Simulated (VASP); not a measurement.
Here is a VASP 6.6.1 calculation.

INCAR

```
ALGO     = Normal         # electronic algorithm
EDIFF    = 1E-7           # SCF threshold, eV
ENCUT    = 520            # plane-wave cutoff, eV
GGA      = PE             # functional
ISIF     = 2              # what is computed and relaxed
ISMEAR   = -1             # smearing method
ISPIN    = 2              # spin polarisation
ISYM     = 0            
LASPH    = True           # aspherical terms in the spheres
LCHARG   = False          # write CHGCAR
LDAU     = True           # DFT+U
LDAUJ    = 0 0          
LDAUL    = 3 2            # shell
LDAUPRINT= 1            
LDAUTYPE = 2            
LDAUU    = 4.89 1.92      # U, eV
LMAXMIX  = 6              # l up to which the mixer works
LORBIT   = 11             # projections on sites
LREAL    = False          # projectors in reciprocal space
LWAVE    = False          # write WAVECAR
MAGMOM   = 6.78 2.4       # initial moments
NBANDS   = 25             # bands
NELM     = 150            # most SCF steps
PREC     = Accurate       # precision mode
SIGMA    = 0.1            # smearing width, eV
```

Contents of KPOINTS:

```
k-points
0
Gamma
  6 6 6
```

The input POSCAR:

```
SmTi
1.0
    3.8394699500      0.0000000000      0.0000000000
    0.0000000000      3.8394699500      0.0000000000
    0.0000000000      0.0000000000      3.8394699500
Sm Ti
1 1
Direct
    0.0000000000      0.0000000000      0.0000000000
    0.5000000000      0.5000000000      0.5000000000
```

Potentials or basis: VASP PAW PBE potentials, release 64 (Sm, Ti_sv).

Launch:

```sh
$ cat potpaw_PBE.64/Sm/POTCAR potpaw_PBE.64/Ti_sv/POTCAR > POTCAR
$ mpirun -np 1 vasp_std > vasp.out
```

Task: What does it give for the net moment?

Result: 8.42 μB per cell.

Task: Predict the pressure.

Result: -0.5 GPa.

Task: Predict the site moments.

Result: Sm +5.57; Ti +1.50 μB.

Eigenvalues of the final occupation matrices:
| site | spin | trace | eigenvalues |
| --- | --- | --- | --- |
| site 1 f | 1 | 5.40 | 0.50 0.50 0.50 0.98 0.98 0.98 0.98 |
| site 1 f | 2 | 0.00 | 0.00 0.00 0.00 0.00 0.00 0.00 0.00 |
| site 2 d | 1 | 1.65 | 0.17 0.17 0.44 0.44 0.44 |
| site 2 d | 2 | 0.20 | 0.02 0.02 0.02 0.07 0.07 |

Caveat: the magnetic or orbital state may not be the lowest; spin-orbit coupling is left out, which moves the levels of the heavy elements. The state reached can hang on the start; a lower one may exist.
